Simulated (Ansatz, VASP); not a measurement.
## One calculation of Tl, two programs

The input INCAR:

```
ALGO = Normal ; EDIFF = 1E-8
ENCUT = 520 ; GGA = PE
ISIF = 2 ; ISMEAR = -1
LASPH = T ; LCHARG = F
LEFG = T ; LREAL = F
LWAVE = F ; NBANDS = 20
NELM = 80 ; PREC = Accurate
SIGMA = 0.05
```

File KPOINTS:

```
k-points
0
Gamma
  11 11 6
```

File POSCAR:

```
Tl
1.0
    3.5237802386      0.0000000000      0.0000000000
   -1.7618901193      3.0516832040      0.0000000000
    0.0000000000      0.0000000000      5.6333608439
Tl
2
Direct
    0.3333333333      0.6666666667      0.2500000000
    0.6666666667      0.3333333333      0.7500000000
```

Input for Ansatz:

```yaml
crystal:
  lattice:
    - [3.5237802386, 0.0, 0.0]
    - [-1.7618901193, 3.051683204, 0.0]
    - [0.0, 0.0, 5.6333608439]
  atoms:
    - { symbol: Tl, position: [0.3333333333, 0.6666666667, 0.25] }
    - { symbol: Tl, position: [0.6666666667, 0.3333333333, 0.75] }
kpoints:
  mp_grid: { grid: [11, 11, 6] }
scf:
  occupations: { method: fermi_dirac, width: 0.05 }
hamiltonian:
  xc: pbe
  pseudopotentials: { kind: paw }
output:
  forces: true
  stress: true
  eigenvalues: true
  efg: { contact_densities: true }
```

Change from the starting cell: volume scaled by 1.06, PAW files.

Alike in both runs: task electric field gradients; functional PBE; k mesh 11 × 11 × 6; occupations fermi-dirac, width 0.05 eV; no spin polarisation.

```csv
,VASP,Ansatz
version,VASP 6.6.1,Ansatz 0.2.0
potentials or method,"VASP PAW PBE potentials, release 64 (Tl_d)","PAW with Ansatz's default frozen-core files, scalar-relativistic"
plane-wave cutoff (eV),520,420
valence electrons in the cell,26,26
```

Ansatz gave:

- pressure (GPa): 1.0
- traceless stress, the component that is largest in VASP (GPa): -0.17
- size of Vzz on the site where it differs most (V/Å²): 21.2

Question: Which values does VASP return?

Answer: Pressure (GPa): 1.0; traceless stress, the component that is largest in VASP (GPa): -0.18; size of Vzz on the site where it differs most (V/Å²): 20.5.

Neither program's run includes spin-orbit coupling.
